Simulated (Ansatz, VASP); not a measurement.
# One calculation of KBr, two programs

Contents of INCAR:

```
ALGO = Normal
EDIFF = 1E-6
ENCUT = 520
GGA = PS
GGA_COMPAT = False
ISIF = 2
ISMEAR = 0
LASPH = True
LCHARG = True
LNONCOLLINEAR = True
LORBIT = 11
LORBMOM = True
LREAL = False
LSORBIT = True
LVHAR = True
LWAVE = False
MAGMOM = 0 0 0 0 0 0
NBANDS = 28
NELM = 150
PREC = Accurate
SIGMA = 0.01
```

Contents of KPOINTS:

```
k-points
0
Gamma
  6 6 6
```

Contents of POSCAR:

```
KBr
1.0
    3.5241931964      3.5241931964      0.0000000000
   -3.5241931964      3.5241931964      0.0000000000
    0.0000000000      3.5241931964      3.5241931964
K Br
1 1
Direct
    0.0000000000      0.0000000000      0.0000000000
    0.5000000000      0.5000000000      0.0000000000
```

Input for Ansatz:

```yaml
crystal:
  lattice:
    - [3.52419319635, 3.52419319635, 0.0]
    - [-3.52419319635, 3.52419319635, 0.0]
    - [0.0, 3.52419319635, 3.52419319635]
  atoms:
    - { symbol: K, position: [0.0, 0.0, 0.0] }
    - { symbol: Br, position: [0.5, 0.5, 0.0] }
kpoints:
  mp_grid: { grid: [6, 6, 6] }
scf:
  occupations: { method: fixed }
  convergence: { dr2_threshold: 1.0e-10 }
hamiltonian:
  xc: pbesol
  pseudopotentials: { kind: all_electron, lapw: { basis_error: 0.0005 } }
magnetization:
  noncollinear: true
  spin_orbit: true
output:
  forces: true
  stress: true
  eigenstates:
    kpoints:
      - [0.0, 0.0, 0.0]
      - [-0.5, -0.5, -0.5]
      - [-0.5, 0.5, 0.0]
      - [0.0, 0.0, -0.5]
      - [0.0, -0.5, -0.5]
      - [0.0, 0.5, 0.0]
      - [-0.5, 0.0, 0.0]
      - [-0.5, 0.0, -0.5]
  eigenvalues: true
```

Alike in both runs: task single point; functional PBEsol; k mesh 6 × 6 × 6; non-collinear spin, spin-orbit coupling.

|  | VASP | Ansatz |
| --- | --- | --- |
| version | VASP 6.6.1 | Ansatz 0.2.0 |
| potentials or method | VASP PAW PBE potentials, release 64 (K_sv, Br), cutoff 520 eV | all-electron LAPW |
| occupations | gaussian, width 0.01 eV | fixed |

|  | VASP | Ansatz | Ansatz less VASP |
| --- | --- | --- | --- |
| pressure (GPa) | -2.0 | -2.0 | -0.02 |
| net moment per atom (μB) | 0.00 | 0.00 | 0.000 |

VASP's potentials were made for PBE, not for PBEsol. Ansatz ran all-electron here, and VASP with PAW potentials.
